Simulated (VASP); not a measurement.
Input of a VASP 6.6.1 run:

The input INCAR:

```
ALGO = Normal
EDIFF = 1E-8
ENCUT = 520
GGA = PE
ISIF = 2
ISMEAR = -1
LASPH = T
LCHARG = F
LEFG = T
LREAL = F
LWAVE = F
NBANDS = 18
NELM = 100
PREC = Accurate
SIGMA = 0.05
```

File KPOINTS:

```
k-points
0
Gamma
  14 14 8
```

Contents of POSCAR:

```
Ag
1.0
    2.9299980804      0.0000000000      0.0000000000
   -1.4649990402      2.5374527707      0.0000000000
    0.0000000000      0.0000000000      4.7900000000
Ag
2
Direct
    0.3333333333      0.6666666667      0.2500000000
    0.7076223249      0.3333333333      0.7500000000
```

Potentials or basis: VASP PAW PBE potentials, release 64 (Ag).

The run is started by

```console
$ cat potpaw_PBE.64/Ag/POTCAR > POTCAR
$ mpirun -np 1 vasp_std > vasp.out
```

Task: Estimate the pressure.

Result: 0.5 GPa.

Task: What does it give for the largest force?

Result: 0.104 eV/Å.

Forces on the atoms (eV/Å):
```
Ag   0.103  0.017  0.000
Ag  -0.103 -0.017  0.000
```

Caveat: the cell differs from its parent crystal (atom 2 (Ag) moved by [0.12, 0.0, 0.0] A); without QUAD_EFG the Cq values of the log hold for a quadrupole moment of 1 mb, not for the nuclei.
